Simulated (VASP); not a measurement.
**HfGe3: single point with PBE**

Crystal: HfGe3.

```
Hf Ge
1.0
     4.17244    0.00000    0.00000
     0.00000    4.17244    0.00000
     0.00000    0.00000    4.17244
Hf Ge
1 3
Direct
  0.00000 0.00000 0.00000
  0.00000 0.50000 0.50000
  0.50000 0.50000 0.00000
  0.50000 0.00000 0.50000
```

```
Program                : VASP 6.6.1
Task                   : single point
Functional             : PBE
Potentials or basis    : VASP PAW PBE potentials, release 64 (Hf_pv, Ge_d)
Cutoff                 : 520 eV
k mesh                 : 8 × 8 × 8
Occupations            : gaussian, width 0.05 eV
Spin                   : no spin polarisation
Dipole correction      : no
Further INCAR settings : ALGO = Normal; EDIFF = 1e-07; NBANDS = 34
```

```
Pressure               : 0.8 GPa
Band gap on the k mesh : zero (bands 26 and 27 overlap by 1.62 eV)
```

Levels at points of the mesh, in eV from the Fermi level:
```tsv
k point	band 23	band 24	band 25	band 26	band 27	band 28	band 29	band 30
(0.00, 0.00, 0.00)	-3.95	-3.95	0.39	0.39	0.39	0.54	1.45	1.45
(0.50, 0.00, 0.00)	-3.87	-3.31	-0.84	-0.84	-0.73	0.33	0.63	1.97
(0.50, 0.50, 0.00)	-2.63	-2.63	-1.21	-0.49	0.26	0.26	0.83	1.24
(0.50, 0.50, 0.50)	-4.79	-4.79	-4.79	-0.67	1.80	1.80	2.97	2.97
```

It took 54 s on 1 thread of Intel(R) Xeon(R) 6975P-C (Granite Rapids), with other jobs on the host, peak memory 0.22 GiB.

Caveat: spin-orbit coupling is left out, which moves the levels of the heavy elements.
